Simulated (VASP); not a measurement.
A run of VASP 6.6.1 is set up as follows.

File INCAR:

```
PREC = Accurate ; ENCUT = 500
EDIFF = 1E-7 ; ISMEAR = 0
SIGMA = 0.1 ; LREAL = False
LASPH = True ; NELM = 120
ALGO = Normal ; ISIF = 3
LWAVE = False ; LCHARG = False
GGA = PE ; IBRION = 2
NSW = 90 ; EDIFFG = -0.02
GGA_COMPAT = False ; NELMIN = 4
```

Contents of KPOINTS:

```
regular mesh
0
Gamma
  12 6 12
```

POSCAR

```
Hg
1.0
    3.4133030269      0.0000000000      0.0000000000
    0.0000000000      5.4991271400      0.0000000000
   -1.6998547957      0.0000000000      3.0241256614
Hg
2
Direct
    0.6515596900      0.2500000000      0.8042281600
    0.3484403100      0.7500000000      0.1957718400
```

Potentials or basis: VASP PAW PBE potentials, release 64 (Hg_sv_GW).

The run is started by

```sh
$ cat potpaw_PBE.64/Hg_sv_GW/POTCAR > POTCAR
$ mpirun -np 1 vasp_std > vasp.out
```

**Question.** Predict the relaxed cell.

**Answer.** a = 3.392 Å, b = 5.482 Å, c = 3.457 Å, α = 90.00°, β = 119.28°, γ = 90.00°.

**Question.** Predict the space group after relaxing (to 0.1 Å).

**Answer.** Cmcm (No. 63).

Final structure:
```cif
data_structure
_symmetry_space_group_name_H-M 'P 1'
_symmetry_Int_Tables_number 1
_cell_length_a 3.3916
_cell_length_b 5.4822
_cell_length_c 3.4569
_cell_angle_alpha 90.000
_cell_angle_beta 119.277
_cell_angle_gamma 90.000
_cell_volume 56.07
loop_
_atom_site_label
_atom_site_type_symbol
_atom_site_fract_x
_atom_site_fract_y
_atom_site_fract_z
_atom_site_occupancy
Hg1 Hg 0.65183 0.25000 0.80470 1
Hg2 Hg 0.34817 0.75000 0.19530 1
```
